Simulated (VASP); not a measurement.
Set up this calculation in VASP 6.6.1, as the native input.

- Task: single point
- Functional: PBEsol
- Potentials or basis: VASP PAW PBE potentials, release 64 (Zr_sv, C)
- Cutoff: 520 eV
- k mesh: 18 × 18 × 18
- Occupations: gaussian, width 0.15 eV
- Spin: no spin polarisation
- Dipole correction: no
- Further INCAR settings: ALGO = Normal; EDIFF = 1e-06; NBANDS = 15

The structure of ZrC lies in POSCAR:

```
ZrC
1.0
    0.0000000000      2.1621932000      2.5382268000
    2.1621932000      0.0000000000      2.5382268000
    2.1621932000      2.1621932000      0.0000000000
Zr C
1 1
Direct
    0.5000000000      0.5000000000      0.5000000000
    0.0000000000      0.0000000000      0.0000000000
```

This cell differs from its parent crystal: strain -0.080 along x and y, +0.080 along z.

The input as run:

INCAR

```
PREC = Accurate ; ENCUT = 520
EDIFF = 1E-6 ; ISMEAR = 0
SIGMA = 0.15 ; LREAL = False
LASPH = True ; NELM = 80
ALGO = Normal ; ISIF = 2
LWAVE = False ; LCHARG = False
GGA = PS ; NBANDS = 15
```

KPOINTS

```
regular mesh
0
Gamma
  18 18 18
```

Potentials or basis: VASP PAW PBE potentials, release 64 (Zr_sv, C).

Run with:

```console
$ cat potpaw_PBE.64/Zr_sv/POTCAR potpaw_PBE.64/C/POTCAR > POTCAR
$ mpirun -np 1 vasp_std > vasp.out
```

It gave:

```json
{
  "Pressure": "32.0 GPa",
  "Band gap on the k mesh": "zero (band 8 reaches 11.68 eV, above the bottom of band 9 at 10.17 eV)"
}
```

Caveat: the cell differs from its parent crystal (strain -0.080 along x and y, +0.080 along z); the PAW data sets were made with another functional, which shifts forces and pressure a little.

Wall time 2.1 min on 1 thread of Intel(R) Xeon(R) Platinum 8375C CPU @ 2.90GHz (Ice Lake), with other jobs on the host, peak memory 0.29 GiB.
